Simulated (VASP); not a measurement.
AlN:

```
Al N
1.0
     0.00000    2.01887    2.01887
     2.01887    0.00000    2.01887
     2.01887    2.01887    0.00000
Al N
1 1
Direct
  0.00000 0.00000 0.00000
  0.50000 0.50000 0.50000
```

Base run:

```yaml
Program: VASP 6.6.1
Functional: HSE06
Potentials_or_basis: VASP PAW PBE potentials, release 64 (Al, N)
Cutoff: 520 eV
k_mesh: 8 × 8 × 8
Occupations: gaussian, width 0.01 eV
Spin: no spin polarisation
```

Its results: band gap on the k mesh 6.01 eV (least direct gap 7.26 eV); pressure -1.5 GPa.

Problem. After a change of settings the same cell gave: band gap on the k mesh 4.65 eV (least direct gap 5.74 eV); pressure 6.1 GPa. Which change was it?
A. functional from HSE06 to PBE0; further incar settings from ALGO = Normal; EDIFF = 1e-06; NBANDS = 11 to ALGO = Normal; EDIFF = 1e-07; NBANDS = 11
B. functional from HSE06 to PBE
C. functional from HSE06 to r2SCAN; further incar settings from ALGO = Normal; EDIFF = 1e-06; NBANDS = 11 to ALGO = Normal; EDIFF = 1e-07; NBANDS = 11

Solution. B.

Caveats: the PAW data sets were made with another functional, which shifts forces and pressure a little (at least some runs); the cell stands under pressure (at least some runs).
